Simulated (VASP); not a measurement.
The system is B2P3.

```
B P
1.0
     2.67111   -3.36802    0.00000
     2.67111    3.36802    0.00000
     0.00000    0.00000    4.87560
B P
2 3
Direct
  0.16713 0.83287 0.00000
  0.83287 0.16713 0.00000
  0.50000 0.50000 0.69918
  0.50000 0.50000 0.30082
  0.00000 0.00000 0.50000
```

The cell was built from a structure type or drawn by symmetry, and may not be a known phase.

| Item | Value |
| --- | --- |
| Program | VASP 6.6.1 |
| Task | relaxation of cell and atoms |
| Functional | PBE |
| Potentials or basis | VASP PAW PBE potentials, release 64 (B, P) |
| Cutoff | 600 eV |
| k mesh | 4 × 4 × 4 |
| Occupations | gaussian, width 0.1 eV |
| Spin | no spin polarisation |

At the start: pressure -11.5 GPa; volume 17.55 Å³/atom.

Where does the relaxation end?

Over 22 steps the energy falls by 1132.0 meV/atom and the volume is 11.35 Å³/atom (-35.3 %); space group Cmmm (No. 65, to 0.1 Å) before and after.

The path:
```csv
step,energy change (eV),largest force (eV/Å),pressure (GPa),volume (Å³)
1,0.0000,3.2499,-11.54,87.73
2,-2.1472,0.2908,-14.56,72.47
3,-1.9180,7.1417,38.34,50.35
4,-2.9409,0.2304,-10.86,66.30
5,-3.5159,1.5527,3.16,58.04
6,-3.5145,1.2320,-0.78,59.66
7,-4.4561,1.8141,6.24,55.62
8,-4.5319,1.5880,9.13,54.69
9,-4.5557,1.2990,18.10,52.76
10,-4.9464,0.0669,12.75,54.86
11,-4.9693,0.9780,2.33,58.13
12,-5.0630,0.8204,5.69,57.08
13,-5.0736,0.7160,6.91,56.67
14,-5.3182,0.9070,-1.29,58.91
15,-5.3895,1.0530,-6.64,60.94
16,-5.5347,0.6045,-5.73,59.78
17,-5.6173,0.5088,-2.29,57.80
18,-5.6277,0.4822,-3.69,58.37
19,-5.6562,0.2168,0.41,56.77
20,-5.6565,0.1817,-0.02,56.92
21,-5.6598,0.0682,0.08,56.78
22,-5.6600,0.0373,0.12,56.73
```

Final structure:
```
CELL_PARAMETERS angstrom
2.08056 -2.26286 0.00000
2.08056 2.26286 0.00000
0.00000 0.00000 6.02524
ATOMIC_POSITIONS crystal
B 0.19136 0.80864 0.00000
B 0.80864 0.19136 0.00000
P 0.50000 0.50000 0.76156
P 0.50000 0.50000 0.23844
P 0.00000 0.00000 0.50000
```

Caveat: the k points lie up to 0.51 Å⁻¹ apart in the final cell, too coarse for converged energies and pressures of a metal; the volume moved by over 15 % at a fixed basis, so the end points are rough.
